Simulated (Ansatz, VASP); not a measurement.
## EuH2 in VASP and in Ansatz

```
Eu H
1.0
    11.81000    0.00000    0.00000
     0.00000   10.40000    0.00000
     0.00000    0.00000   16.08000
Eu H
2 4
Direct
  0.50011 0.56740 0.60866
  0.50011 0.43269 0.39151
  0.61918 0.50005 0.50009
  0.38103 0.50005 0.50009
  0.50011 0.44788 0.72032
  0.50011 0.55221 0.27985
```

Alike in both runs: task single point; functional PBE; k mesh 1 × 1 × 1; occupations gaussian, width 0.01 eV; collinear spin; Hubbard terms Eu f U = 5.0 eV.

|  | VASP | Ansatz |
| --- | --- | --- |
| version | VASP 6.6.1 | Ansatz 0.2.0 |
| potentials or method | VASP PAW PBE potentials, release 64 (Eu, H), cutoff 520 eV | scalar-relativistic, plane waves, PAW |
| valence electrons in the cell | 38 | 38 |

Ansatz gave:

```
gap on the k mesh at the Fermi level (eV)                     : 2.27
rms of the force components (eV/Å)                            : 0.136
net moment per atom (μB)                                      : 2.33
size of the moment on the site where the two differ most (μB) : 6.58
```

Estimate VASP's values.

gap on the k mesh at the Fermi level (eV): 2.24; rms of the force components (eV/Å): 0.119; net moment per atom (μB): 2.33; size of the moment on the site where the two differ most (μB): 6.75.

Site moments also hang on the region over which each program counts them. The programs project onto different local orbitals, so the same U acts differently, and such runs can settle in different states. Atom by atom the forces differ by 0.018 eV/Å (rms over components). Ansatz's warnings: structure snapped to symmetry, symmetry narrowed by open shell.

Spin-orbit coupling is off throughout.
